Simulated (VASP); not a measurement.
The system is Ir2Rh.

```xyz
6
Lattice="2.7382 0.0000 0.0000 -1.3691 2.3714 0.0000 0.0000 0.0000 12.9352" Properties=species:S:1:pos:R:3 pbc="T T T"
Ir    0.0000    1.5809    1.0779
Ir    0.0000    1.5809    5.3897
Ir    1.3691    0.7905    7.5455
Ir    1.3691    0.7905   11.8572
Rh    0.0000    1.5809    9.7014
Rh    1.3691    0.7905    3.2338
```

| Quantity | Value |
| --- | --- |
| Program | VASP 6.6.1 |
| Task | relaxation of cell and atoms |
| Functional | PBE |
| Potentials or basis | VASP PAW PBE potentials, release 64 (Ir, Rh_pv) |
| Cutoff | 600 eV |
| k mesh | 6 × 6 × 2 |
| Occupations | gaussian, width 0.1 eV |
| Spin | no spin polarisation |

At the start: pressure 10.6 GPa; volume 14.00 Å³/atom.

Task: Where does the relaxation end?

Result: Over 5 steps the energy falls by 15.6 meV/atom and the volume is 14.44 Å³/atom (+3.1 %); space group P6_3/mmc (No. 194, to 0.1 Å) before and after.

Step by step:
| step | energy change (eV) | largest force (eV/Å) | pressure (GPa) | volume (Å³) |
| --- | --- | --- | --- | --- |
| 1 | 0.0000 | 0.1863 | 10.60 | 83.99 |
| 2 | 0.6776 | 0.2585 | -24.16 | 95.75 |
| 3 | -0.0898 | 0.1861 | -0.63 | 86.81 |
| 4 | -0.0900 | 0.1855 | -0.23 | 86.70 |
| 5 | -0.0939 | 0.0000 | 0.09 | 86.62 |

Final structure:
```yaml
crystal:
  lattice:
    - [2.75790, 0.00000, 0.00000]
    - [-1.37895, 2.38841, 0.00000]
    - [0.00000, 0.00000, 13.15060]
  atoms:
    - { symbol: Ir, position: [0.33333, 0.66667, 0.08255] }
    - { symbol: Ir, position: [0.33333, 0.66667, 0.41745] }
    - { symbol: Ir, position: [0.66667, 0.33333, 0.58255] }
    - { symbol: Ir, position: [0.66667, 0.33333, 0.91745] }
    - { symbol: Rh, position: [0.33333, 0.66667, 0.75000] }
    - { symbol: Rh, position: [0.66667, 0.33333, 0.25000] }
```

Caveat: the k points lie up to 0.44 Å⁻¹ apart in the final cell, too coarse for converged energies and pressures of a metal.
